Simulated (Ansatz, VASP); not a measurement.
**Two plane-wave programs on SrTiO3**

```
Sr Ti O
1.0
     3.93640    0.00000    0.00000
     0.00000    3.93640    0.00000
     0.00000    0.00000    3.93640
Sr Ti O
1 1 3
Direct
  0.00000 0.01796 0.01796
  0.50000 0.50000 0.50000
  0.00000 0.50000 0.50000
  0.50000 0.00000 0.50000
  0.50000 0.50000 0.00000
```

Change from the starting cell: all Sr atoms moved -0.100 Å, as atom 1 towards its neighbour atom 3 (O) at 2.783 Å.

Alike in both runs: task single point; functional PBE; k mesh 8 × 8 × 8; occupations gaussian, width 0.05 eV; no spin polarisation.

```csv
,VASP,Ansatz
version,VASP 6.6.1,Ansatz 0.2.0
potentials or method,"VASP PAW PBE potentials, release 64 (Sr_sv, Ti_sv, O), cutoff 520 eV","scalar-relativistic, plane waves, PAW"
valence electrons in the cell,40,40
```

Ansatz gave:

| Item | Value |
| --- | --- |
| gap on the k mesh at the Fermi level (eV) | 1.84 |
| least direct gap on the mesh (eV) | 2.19 |
| pressure (GPa) | 0.2 |
| traceless stress, the component that is largest in VASP (GPa) | 0.24 |
| rms of the force components (eV/Å) | 0.118 |

Task: What did VASP give for the same quantities?

Result: gap on the k mesh at the Fermi level (eV): 1.81; least direct gap on the mesh (eV): 2.17; pressure (GPa): 0.9; traceless stress, the component that is largest in VASP (GPa): 0.25; rms of the force components (eV/Å): 0.120.

Atom by atom the forces differ by 0.004 eV/Å (rms over components).
